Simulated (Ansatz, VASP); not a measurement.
This is a calculation of Si for VASP 6.6.1.

Contents of POSCAR:

```
Si
1.0
    3.8313174605      0.0000000000      0.0000000000
   -1.9156587303      3.3180182508      0.0000000000
    0.0000000000      0.0000000000      6.3326220002
Si
4
Direct
    0.6666666667      0.3333333333      0.9369905000
    0.3333333333      0.6666666667      0.4369905000
    0.6666666667      0.3333333333      0.5630095000
    0.3333333333      0.6666666667      0.0630095000
```

File INCAR.step1:

```
ALGO = Normal
EDIFF = 1E-4
ENCUT = 520
GGA = PE
ISMEAR = -1
LASPH = True
LCHARG = False
LREAL = False
LWAVE = True
NBANDS = 16
NELM = 80
PREC = Accurate
SIGMA = 0.05
```

The input INCAR.step2:

```
ALGO = Normal
EDIFF = 1E-6
ENCUT = 520
ISIF = 2
ISMEAR = -1
ISTART = 1
LASPH = True
LCHARG = False
LMIXTAU = True
LREAL = False
LWAVE = False
METAGGA = R2SCAN
NBANDS = 16
NELM = 80
PREC = Accurate
SIGMA = 0.05
```

KPOINTS

```
k-points
0
Gamma
  8 8 4
```

Potentials or basis: VASP PAW PBE potentials, release 64 (Si).

Command:

```bash
$ cat potpaw_PBE.64/Si/POTCAR > POTCAR
$ cp INCAR.step1 INCAR
$ mpirun -np 1 vasp_std > vasp.out
$ cp INCAR.step2 INCAR
$ mpirun -np 1 vasp_std > vasp.out
```

Problem. Set up the same calculation for Ansatz 0.2.0. Potentials there: Ansatz PAW.

Solution. As run (the cutoff follows the program's own potentials):

input.yaml

```yaml
crystal:
  lattice:
    - [3.8313174605, 0.0, 0.0]
    - [-1.9156587303, 3.3180182508, 0.0]
    - [0.0, 0.0, 6.3326220002]
  atoms:
    - { symbol: Si, position: [0.6666666667, 0.3333333333, 0.9369905] }
    - { symbol: Si, position: [0.3333333333, 0.6666666667, 0.4369905] }
    - { symbol: Si, position: [0.6666666667, 0.3333333333, 0.5630095] }
    - { symbol: Si, position: [0.3333333333, 0.6666666667, 0.0630095] }
hamiltonian:
  xc: r2scan
  pseudopotentials: { kind: paw }
kpoints:
  mp_grid: { grid: [8, 8, 4] }
scf:
  occupations: { method: fermi_dirac, width: 0.05 }
output:
  forces: true
  stress: true
  eigenvalues: true
```

Potentials or basis: Ansatz PAW.

Command:

```sh
$ ansatz run input.yaml --threads 2 --pin off --max-ram 5632MiB --backend cpu --events-out ev --progress --plain --runs-dir out
```

Both were run:

|  | VASP | Ansatz | Ansatz less VASP |
| --- | --- | --- | --- |
| gap on the k mesh at the Fermi level (eV) | 0.62 | 0.60 | -0.015 |
| least direct gap on the mesh (eV) | 1.37 | 1.36 | -0.014 |
| pressure (GPa) | 0.0 | 0.2 | +0.24 |
| traceless stress, the component that is largest in VASP (GPa) | 0.11 | 0.12 | +0.010 |

VASP's potentials were made for PBE, not for r2SCAN.
